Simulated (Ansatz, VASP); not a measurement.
**One calculation of TiBr, two programs**

File INCAR:

```
ALGO = Normal
EDIFF = 1E-6
ENCUT = 520
GGA = PE
ISIF = 2
ISMEAR = 0
ISPIN = 2
LASPH = T
LCHARG = F
LMAXMIX = 4
LORBIT = 11
LREAL = F
LWAVE = F
MAGMOM = 1 0
NBANDS = 20
NELM = 150
PREC = Accurate
SIGMA = 0.1
```

The input KPOINTS:

```
k-points
0
Gamma
  6 6 6
```

Contents of POSCAR:

```
TiBr
1.0
    0.0000000000      2.9113141761      2.9113141761
    2.9113141761      0.0000000000      2.9113141761
    2.9113141761      2.9113141761      0.0000000000
Ti Br
1 1
Direct
    0.0000000000      0.0000000000      0.0000000000
    0.7500000000      0.7500000000      0.7500000000
```

Input for Ansatz:

```yaml
crystal:
  lattice:
    - [0.0, 2.9113141761, 2.9113141761]
    - [2.9113141761, 0.0, 2.9113141761]
    - [2.9113141761, 2.9113141761, 0.0]
  atoms:
    - { symbol: Ti, position: [0.0, 0.0, 0.0], spin: 1.0 }
    - { symbol: Br, position: [0.75, 0.75, 0.75] }
basis:
  ecutwfc: 420
kpoints:
  mp_grid: { grid: [6, 6, 6] }
hamiltonian:
  xc: pbe
scf:
  occupations: { method: gaussian, width: 0.1 }
  lower_state_search: "off"
output:
  forces: true
  stress: true
  eigenvalues: true
  populations: true
magnetization:
  spin_polarized: true
```

Alike in both runs: task single point; functional PBE; k mesh 6 × 6 × 6; occupations gaussian, width 0.1 eV; collinear spin.

|  | VASP | Ansatz |
| --- | --- | --- |
| version | VASP 6.6.1 | Ansatz 0.2.0 |
| potentials or method | VASP PAW PBE potentials, release 64 (Ti_sv, Br), cutoff 520 eV | scalar-relativistic, plane waves, PAW |
| valence electrons in the cell | 19 | 19 |

Ansatz gave:

- gap on the k mesh at the Fermi level (eV): none
- pressure (GPa): 3.3
- net moment per atom (μB): 1.08
- size of the moment on the site where the two differ most (μB): 1.43

Problem. What did VASP give for the same quantities?

Solution. gap on the k mesh at the Fermi level (eV): none; pressure (GPa): 3.4; net moment per atom (μB): 1.08; size of the moment on the site where the two differ most (μB): 1.55.

Site moments also hang on the region over which each program counts them. A gap of «none» marks a metal or a gap that the smearing closes. Ansatz's warnings: stability check not made.
